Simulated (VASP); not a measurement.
# TiAl (an interface model) in VASP: notebook

The runs below take TiAl (an interface model) through single point, with PBEsol.

Program: VASP 6.6.1. These are calculated values, not measurements. Logs are shortened: lines on timing, memory, paths and dates and some standing lists are left out, and cuts for length are marked.

## Step 1: The cell of the first run

The cell holds layers of an interface, 10 atoms: a = 2.839 Å, b = 2.839 Å, c = 28.526 Å, α = 60.14°, β = 60.14°, γ = 90.00°.

## Step 2: Single point, PBEsol

Contents of INCAR:

```
PREC = Accurate ; ENCUT = 520
EDIFF = 1E-6 ; ISMEAR = 0
SIGMA = 0.1 ; LREAL = F
LASPH = T ; NELM = 100
ALGO = Normal ; ISIF = 2
LWAVE = F ; LCHARG = T
GGA = PS ; LELF = T
LVHAR = T ; NBANDS = 48
```

Contents of KPOINTS:

```
Automatic mesh
0
Gamma
  12 12 2
```

Contents of POSCAR:

```
TiAl
1.0
    2.8394269381     -0.0000000689      0.0006254159
   -0.0000000689      2.8394269381      0.0006254159
   14.1961859198     14.1961859198     20.2653938049
Al Ti
5 5
Direct
    0.3822604447      0.3822604447      0.0235728177
    0.3874511736      0.3874511736      0.1225611801
    0.3911738505      0.3911738505      0.2218501069
    0.3948965274      0.3948965274      0.3211390337
    0.4000872563      0.4000872563      0.4201273962
    0.4035616525      0.4035616525      0.5193939342
    0.3982565276      0.3982565276      0.6204585765
    0.3911738505      0.3911738505      0.7218501069
    0.3840911735      0.3840911735      0.8232416374
    0.3787860486      0.3787860486      0.9243062796
```

Potentials or basis: VASP PAW PBE potentials, release 64 (Al, Ti_sv).

On the command line:

```console
cat potpaw_PBE.64/Al/POTCAR potpaw_PBE.64/Ti_sv/POTCAR > POTCAR
mpirun -np 1 vasp_std > vasp.out
```

OUTCAR:

```text
PREC = Accurate
   ENCUT = 520
   EDIFF = 1E-6
   ISMEAR = 0
   LREAL = F
   LASPH = T
   NELM = 100
   ISIF = 2
   GGA = PS

 ion  position               nearest neighbor table
   1  0.382  0.382  0.024-   2 2.84   2 2.84   2 2.84   2 2.84  10 2.84  10 2.84  10 2.84  10 2.84

   2  0.387  0.387  0.123-   1 2.84   1 2.84   1 2.84   1 2.84   3 2.84   3 2.84   3 2.84   3 2.84

   3  0.391  0.391  0.222-   2 2.84   4 2.84   2 2.84   4 2.84   4 2.84   2 2.84   4 2.84   2 2.84

   4  0.395  0.395  0.321-   5 2.84   5 2.84   5 2.84   5 2.84   3 2.84   3 2.84   3 2.84   3 2.84

   5  0.400  0.400  0.420-   4 2.84   4 2.84   4 2.84   4 2.84   6 2.84   6 2.84   6 2.84   6 2.84

   6  0.404  0.404  0.519-   5 2.84   5 2.84   5 2.84   5 2.84   7 2.87   7 2.87   7 2.87   7 2.87

   7  0.398  0.398  0.620-   6 2.87   6 2.87   6 2.87   6 2.87   8 2.87   8 2.87   8 2.87   8 2.87

   8  0.391  0.391  0.722-   9 2.87   7 2.87   7 2.87   7 2.87   9 2.87   9 2.87   7 2.87   9 2.87

   9  0.384  0.384  0.823-  10 2.87  10 2.87  10 2.87  10 2.87   8 2.87   8 2.87   8 2.87   8 2.87

  10  0.379  0.379  0.924-   1 2.84   1 2.84   1 2.84   1 2.84   9 2.87   9 2.87   9 2.87   9 2.87

  LATTYP: Found a base centered monoclinic cell.
 ALAT       =     4.0155561826
 B/A-ratio  =     1.0000000000
 C/A-ratio  =     5.0451640493
 COS(beta)  =    -0.0002452905

  Lattice vectors:

 A1 = (  -2.8394269381,   0.0000000689,  -0.0006254159)
 A2 = (   0.0000000689,  -2.8394269381,  -0.0006254159)
 A3 = (  -0.0009484262,  -0.0009484262,  20.2591396459)

Analysis of symmetry for initial positions (statically):
=====================================================================
 Subroutine PRICEL returns:
 Original cell was already a primitive cell.

 Routine SETGRP: Setting up the symmetry group for a
 base centered monoclinic supercell.

 Subroutine GETGRP returns: Found  4 space group operations
 (whereof  2 operations were pure point group operations)
 out of a pool of  4 trial point group operations.

The static configuration has the point symmetry C_1h.
 The point group associated with its full space group is C_2h.

Analysis of symmetry for dynamics (positions and initial velocities):
=====================================================================
 Subroutine PRICEL returns:
 Original cell was already a primitive cell.

 Routine SETGRP: Setting up the symmetry group for a
 base centered monoclinic supercell.

 Subroutine GETGRP returns: Found  4 space group operations
 (whereof  2 operations were pure point group operations)
 out of a pool of  4 trial point group operations.

The dynamic configuration has the point symmetry C_1h.
 The point group associated with its full space group is C_2h.

 Subroutine INISYM returns: Found  4 space group operations
 (whereof  2 operations are pure point group operations),
 and found     1 'primitive' translations

----------------------------------------------------------------------------------------

                                     Primitive cell

  volume of cell :     163.3362

  direct lattice vectors                    reciprocal lattice vectors
     2.839426938 -0.000000069  0.000625416     0.352238098  0.000054366 -0.246785696
    -0.000000069  2.839426938  0.000625416     0.000054366  0.352238098 -0.246785696
    14.196185920 14.196185920 20.265393805    -0.000010872 -0.000010872  0.049360437

  length of vectors
     2.839427007  2.839427007 28.526296209     0.430087038  0.430087038  0.049360439

  position of ions in fractional coordinates (direct lattice)
     0.382260445  0.382260445  0.023572818
     0.387451174  0.387451174  0.122561180
     0.391173851  0.391173851  0.221850107
     0.394896527  0.394896527  0.321139034
     0.400087256  0.400087256  0.420127396
     0.403561653  0.403561653  0.519393934
     0.398256528  0.398256528  0.620458576
     0.391173851  0.391173851  0.721850107
     0.384091174  0.384091174  0.823241637
     0.378786049  0.378786049  0.924306280

  ion indices of the primitive-cell ions
   primitive index   ion index
                 1           1
                 2           2
                 3           3
                 4           4
                 5           5
                 6           6
                 7           7
                 8           8
                 9           9
                10          10

----------------------------------------------------------------------------------------

 KPOINTS: Automatic mesh

Automatic generation of k-mesh.
 Grid dimensions read from file:
 generate k-points for:   12   12    2

 Generating k-lattice:

  Cartesian coordinates                     Fractional coordinates (reciprocal lattice)
     0.029353175  0.000004530 -0.020565475     0.083333333 -0.000000000 -0.000000000
     0.000004530  0.029353175 -0.020565475    -0.000000000  0.083333333 -0.000000000
    -0.000005436 -0.000005436  0.024680218     0.000000000  0.000000000  0.500000000

  Length of vectors
     0.035840587  0.035840587  0.024680220

  Shift w.r.t. Gamma in fractional coordinates (k-lattice)
     0.000000000  0.000000000  0.000000000

 Subroutine IBZKPT returns following result:
 ===========================================

 Found     86 irreducible k-points:

 Following reciprocal coordinates:
            Coordinates               Weight
  0.000000  0.000000  0.000000      1.000000
  0.083333  0.000000 -0.000000      4.000000
  0.166667  0.000000 -0.000000      4.000000
  0.250000  0.000000 -0.000000      4.000000
  0.333333  0.000000 -0.000000      4.000000
  0.416667  0.000000  0.000000      4.000000
[... 16 lines left out ...]
  0.500000  0.166667 -0.000000      4.000000
 -0.416667  0.166667 -0.000000      4.000000
 [... further k-points ...]
   k-points           NKPTS =     86   k-points in BZ     NKDIM =     86   number of bands    NBANDS=     48
   number of dos      NEDOS =    301   number of ions     NIONS =     10
   total plane-waves  NPLWV = 124416
   dimension x,y,z NGX =    24 NGY =   24 NGZ =  216
   dimension x,y,z NGXF=    48 NGYF=   48 NGZF=  432
   ions per type =               5   5
   NGX,Y,Z   is equivalent  to a cutoff of  14.05, 14.05, 12.59 a.u.
   NGXF,Y,Z  is equivalent  to a cutoff of  28.10, 28.10, 25.18 a.u.
 SYSTEM =  unknown system
   PREC   = accura    normal or accurate (medium, high low for compatibility)
   ISTART =      0    job   : 0-new  1-cont  2-samecut
   ICHARG =      2    charge: 1-file 2-atom 10-const
   ISPIN  =      1    spin polarized calculation?
   LNONCOLLINEAR =      F non collinear calculations
   LSORBIT =      F    spin-orbit coupling
   LASPH  =      T    aspherical Exc in radial PAW
   ENCUT  =  520.0 eV  38.22 Ry    6.18 a.u.   5.28  5.28 53.04*2*pi/ulx,y,z
   NELM   =    100;   NELMIN=  2; NELMDL= -5     # of ELM steps
   EDIFF  = 0.1E-05   stopping-criterion for ELM
   LREAL  =      F    real-space projection
[... 7 lines left out ...]
   TEBEG  =    0.0;   TEEND  =   0.0 temperature during run
   PSTRESS=    0.0 pullay stress
   NELECT =      75.0000    total number of electrons
   NUPDOWN=      -1.0000    fix difference up-down
   EMIN   =  10.00;   EMAX   =-10.00  energy-range for DOS
   EFERMI =   0.00;   METHOD = LEGACY
   ISMEAR =     0;   SIGMA  =   0.10  broadening in eV -4-tet -1-fermi 0-gaus
   EFERMI_NEDOS =   21; number of points for ismear=-14 and -15
   IALGO  =     38    algorithm
   IMIX   =      4    mixing-type and parameters
     AMIX     =   0.40;   BMIX     =  1.00
     AMIX_MAG =   1.60;   BMIX_MAG =  1.00
  volume/ion in A,a.u.               =      16.33       110.22
  Fermi-wavevector in a.u.,A,eV,Ry     =   1.262994  2.386712 21.703369  1.595153
  Thomas-Fermi vector in A             =   2.396373
   LORBIT       =      0    0 simple, 1 ext, 2 COOP (PROOUT), +10 PAW based schemes
   GGA     = PS    functional components
   LHFCALC =     F    Hartree Fock is set to
   AEXX    =    0.0000 exact exchange contribution
   IVDW    =     0    specifies the selected vdW correction
   LEPSILON=     F    determine dielectric tensor
   LRPA    =     F    only Hartree local field effects (RPA)
 non-spin polarized calculation
 Gauss-broadening in eV      SIGMA  =   0.10
  energy-cutoff  :      520.00
  volume of cell :      163.34
 maximum number of plane-waves:      4444
 NGX is ok and might be reduce to    24
   NGX = 11   NGY = 11   NGZ =105

 number of electron      74.9999999 magnetization

 Free energy of the ion-electron system (eV)
  ---------------------------------------------------
  ext. energy  EPLUGINS =         0.00000000
  ---------------------------------------------------
  free energy    TOTEN  =       -62.77342290 eV

  energy without entropy =      -62.71240632  energy(sigma->0) =      -62.74291461

 E-fermi :   8.3911     XC(G=0): -11.1152

 val. band max:        8.3905999085   @ k =  -0.3333   0.1667   0.5000
 cond. band min:       8.3961554475   @ k =   0.4167   0.0833   0.5000
 fundamental gap:      0.0055555390
 Fermi energy:         8.3910712649

 k-point     1 :       0.0000    0.0000    0.0000
  band No.  band energies     occupation
      1     -48.0552      2.00000
      2     -48.0511      2.00000
      3     -47.9594      2.00000
      4     -47.9049      2.00000
      5     -47.8332      2.00000
      6     -24.6257      2.00000
[... 40 lines left out ...]
     47      10.6758      0.00000
     48      11.1835      0.00000

 k-point     2 :       0.0833    0.0000   -0.0000
  band No.  band energies     occupation
      1     -48.0500      2.00000
      2     -48.0464      2.00000
      3     -47.9547      2.00000
      4     -47.9022      2.00000
      5     -47.8320      2.00000
      6     -24.6140      2.00000
[... 1114 lines left out ...]
 k-point    24 :      -0.4167    0.1667   -0.0000
  band No.  band energies     occupation
      1     -47.9688      2.00000
      2     -47.9687      2.00000
      3     -47.8632      2.00000
      4     -47.8566      2.00000
      5     -47.8204      2.00000
      6     -24.6242      2.00000
[... 40 lines left out ...]
     47       9.9267      0.00000
     48      10.1051      0.00000

 [... further k-points ...]

------------------------ aborting loop because EDIFF is reached ----------------------------------------

  FORCE on cell =-STRESS in cart. coord.  units (eV):
  Direction    XX          YY          ZZ          XY          YZ          ZX
  --------------------------------------------------------------------------------------
  -------------------------------------------------------------------------------------
  Total       -0.0365971     -0.0365971     -0.1171185     -0.0567315      0.0060428      0.0060428
  in kB       -0.3589843     -0.3589843     -1.1488240     -0.5564832      0.0592741      0.0592744
  external PRESSURE =      -0.6222642 kB  Pullay stress =       0.0000000 kB

 VOLUME and BASIS-vectors are now :
 -----------------------------------------------------------------------------
  energy-cutoff  :      520.00
  volume of cell :      163.34
      direct lattice vectors                 reciprocal lattice vectors
     2.839426938 -0.000000069  0.000625416     0.352238098  0.000054366 -0.246785696
    -0.000000069  2.839426938  0.000625416     0.000054366  0.352238098 -0.246785696
    14.196185920 14.196185920 20.265393805    -0.000010872 -0.000010872  0.049360437

 POSITION                                       TOTAL-FORCE (eV/Angst)
 -----------------------------------------------------------------------------------
      1.42004      1.42004      0.47819        -0.000427     -0.000427     -0.000641
      2.84004      2.84004      2.48424         0.000235      0.000235     -0.000729
      4.26013      4.26013      4.49637        -0.000000      0.000000      0.000000
      5.68023      5.68023      6.50850        -0.000235     -0.000235      0.000729
      7.10023      7.10023      8.51455         0.000427      0.000427      0.000641
      8.51930      8.51930     10.52623         0.000089      0.000089      0.013025
      9.93897      9.93897     12.57434        -0.000057     -0.000057      0.002359
     11.35823     11.35823     14.62907        -0.000000      0.000000      0.000000
     12.77749     12.77749     16.68380         0.000057      0.000057     -0.002359
     14.19716     14.19716     18.73190        -0.000089     -0.000089     -0.013025
 -----------------------------------------------------------------------------------
    total drift:                               -0.000016     -0.000016     -0.000009

  FREE ENERGIE OF THE ION-ELECTRON SYSTEM (eV)
  ---------------------------------------------------
  free  energy   TOTEN  =       -62.7734229008 eV

  energy  without entropy=      -62.7124063197  energy(sigma->0) =      -62.74291461
```

Run time: 9.9 min. Hardware: 1 thread of Intel Xeon 6975P-C (Granite Rapids), shared host; peak memory 0.66 GiB.

What came out:

```yaml
Free_energy: -62.7734 eV
Pressure: -0.1 GPa
Largest_force: 0.013 eV/Å
Band_gap_on_the_k_mesh: zero (an odd number of electrons rules out a gap without spin polarisation)
```

Forces in eV/Å, atoms in the order of the input:
```
Al   0.000  0.000 -0.001
Al   0.000  0.000 -0.001
Al   0.000  0.000  0.000
Al   0.000  0.000  0.001
Al   0.000  0.000  0.001
Ti   0.000  0.000  0.013
Ti   0.000  0.000  0.002
Ti   0.000  0.000  0.000
Ti   0.000  0.000 -0.002
Ti   0.000  0.000 -0.013
```

Caveat: the PAW data sets were made with another functional, which shifts forces and pressure a little.

## Step 3: Single point, PBEsol

This run uses another cell than the first one, of 16.41 Å³/atom.

Contents of INCAR:

```
PREC     = Accurate       # precision mode
ENCUT    = 520            # plane-wave cutoff, eV
EDIFF    = 1E-6           # SCF threshold, eV
ISMEAR   = 0              # smearing method
SIGMA    = 0.1            # smearing width, eV
LREAL    = False          # projectors in reciprocal space
LASPH    = True           # aspherical terms in the spheres
NELM     = 80             # most SCF steps
ALGO     = Normal         # electronic algorithm
ISIF     = 2              # what is computed and relaxed
LWAVE    = False          # write WAVECAR
LCHARG   = False          # write CHGCAR
GGA      = PS             # functional
NBANDS   = 48             # bands
```

Contents of KPOINTS:

```
regular mesh
0
Gamma
  12 12 2
```

Contents of POSCAR:

```
TiAl
1.0
    2.8394270070      0.0000000000      0.0000000000
    0.0000000000      2.8394270070      0.0000000000
   14.1917033910     14.1917033910     20.3540861220
Al Ti
5 5
Direct
    0.3772215310      0.3772215310      0.0245650921
    0.3841976908      0.3841976908      0.1232075995
    0.3911738505      0.3911738505      0.2218501069
    0.3981500103      0.3981500103      0.3204926144
    0.4051261701      0.4051261701      0.4191351218
    0.4051261701      0.4051261701      0.5191351218
    0.3981500103      0.3981500103      0.6204926144
    0.3911738505      0.3911738505      0.7218501069
    0.3841976908      0.3841976908      0.8232075995
    0.3772215310      0.3772215310      0.9245650921
```

Potentials or basis: VASP PAW PBE potentials, release 64 (Al, Ti_sv).

On the command line:

```console
cat potpaw_PBE.64/Al/POTCAR potpaw_PBE.64/Ti_sv/POTCAR > POTCAR
mpirun -np 1 vasp_std > vasp.out
```

Wall time 10 min (1 thread of Intel Xeon 6975P-C (Granite Rapids), shared host); peak memory 0.67 GiB.

It converged, with:

* Free energy: -62.7692 eV
* Pressure: -0.6 GPa
* Largest force: 0.076 eV/Å
* Band gap on the k mesh: zero (an odd number of electrons rules out a gap without spin polarisation)

Forces in eV/Å, atoms in the order of the input:
```
Al   0.000  0.000 -0.076
Al   0.000  0.000 -0.024
Al   0.000  0.000  0.000
Al   0.000  0.000  0.024
Al   0.000  0.000  0.076
Ti  -0.002 -0.002 -0.014
Ti   0.001  0.001 -0.030
Ti   0.000  0.000  0.000
Ti  -0.001 -0.001  0.030
Ti   0.002  0.002  0.014
```

Stress tensor (GPa, compression positive):
```
-0.44 -0.05  0.03
-0.05 -0.44  0.03
 0.03  0.03 -0.97
```

Levels at points of the mesh, in eV from the Fermi level:
| k point | band 35 | band 36 | band 37 | band 38 | band 39 | band 40 | band 41 | band 42 |
| --- | --- | --- | --- | --- | --- | --- | --- | --- |
| (0.00, 0.00, 0.00) | -0.09 | 0.51 | 1.10 | 1.10 | 1.14 | 1.45 | 1.45 | 1.51 |
| (0.50, 0.00, 0.00) | -0.19 | -0.14 | -0.09 | -0.06 | 0.18 | 0.23 | 0.49 | 0.50 |
| (0.50, 0.50, 0.00) | -1.27 | -0.56 | -0.56 | -0.53 | -0.53 | -0.49 | -0.48 | 0.23 |
| (0.00, 0.00, 0.50) | -0.09 | 0.51 | 1.10 | 1.10 | 1.15 | 1.25 | 1.45 | 1.45 |
| (0.50, 0.00, 0.50) | -0.26 | -0.06 | 0.08 | 0.12 | 0.13 | 0.21 | 0.33 | 0.45 |
| (0.50, 0.50, 0.50) | -1.22 | -1.10 | -1.10 | -0.53 | -0.46 | 0.17 | 0.17 | 0.23 |

Caveat: the PAW data sets were made with another functional, which shifts forces and pressure a little.
